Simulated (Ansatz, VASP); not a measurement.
## GaAs2: VASP beside Ansatz

INCAR

```
  PREC = Accurate
  ENCUT = 500
  EDIFF = 1E-6
  ISMEAR = 0
  SIGMA = 0.1
  LREAL = False
  LASPH = True
  NELM = 120
  ALGO = Normal
  ISIF = 2
  LWAVE = False
  LCHARG = True
  GGA = PE
  LELF = True
  LVHAR = True
  NBANDS = 18
  GGA_COMPAT = False
```

File KPOINTS:

```
regular mesh
0
Gamma
  6 6 4
```

POSCAR

```
GaAs2
1.0
    3.7767260334      0.0000000000      0.0000000000
   -1.8883630167      3.2707406881      0.0000000000
    0.0000000000      0.0000000000      4.9053331878
Ga As
1 2
Direct
    0.0000000000      0.0000000000      0.0000000000
    0.6666666667      0.3333333333      0.6586236256
    0.3333333333      0.6666666667      0.3413763744
```

Input for Ansatz:

```yaml
crystal:
  lattice:
    - [3.7767260334, 0.0, 0.0]
    - [-1.8883630167, 3.2707406881, 0.0]
    - [0.0, 0.0, 4.9053331878]
  atoms:
    - { symbol: Ga, position: [0.0, 0.0, 0.0] }
    - { symbol: As, position: [0.6666666667, 0.3333333333, 0.6586236256] }
    - { symbol: As, position: [0.3333333333, 0.6666666667, 0.3413763744] }
basis:
  ecutwfc: 420
kpoints:
  mp_grid: { grid: [6, 6, 4] }
hamiltonian:
  xc: pbe
scf:
  occupations: { method: gaussian, width: 0.1 }
  lower_state_search: "off"
output:
  forces: true
  stress: true
  eigenvalues: true
```

Change from the starting cell: species swapped into the CaGe2 type (P-3m1, No. 164).

Alike in both runs: task single point; functional PBE; k mesh 6 × 6 × 4; occupations gaussian, width 0.1 eV; no spin polarisation.

```csv
,VASP,Ansatz
version,VASP 6.6.1,Ansatz 0.2.0
potentials or method,"VASP PAW PBE potentials, release 64 (Ga_d, As), cutoff 500 eV","scalar-relativistic, plane waves, PAW"
valence electrons in the cell,23,43
```

|  | VASP | Ansatz | Ansatz less VASP |
| --- | --- | --- | --- |
| gap on the k mesh at the Fermi level (eV) | none | none | - |
| pressure (GPa) | 0.1 | -0.1 | -0.14 |
| rms of the force components (eV/Å) | 0.049 | 0.045 | -0.0039 |

Atom by atom the forces differ by 0.004 eV/Å (rms over components). A gap of «none» marks a metal or a gap that the smearing closes. VASP's potentials hold 23 valence electrons a cell and Ansatz's 43, so a difference there can come from the potentials and not from the codes.
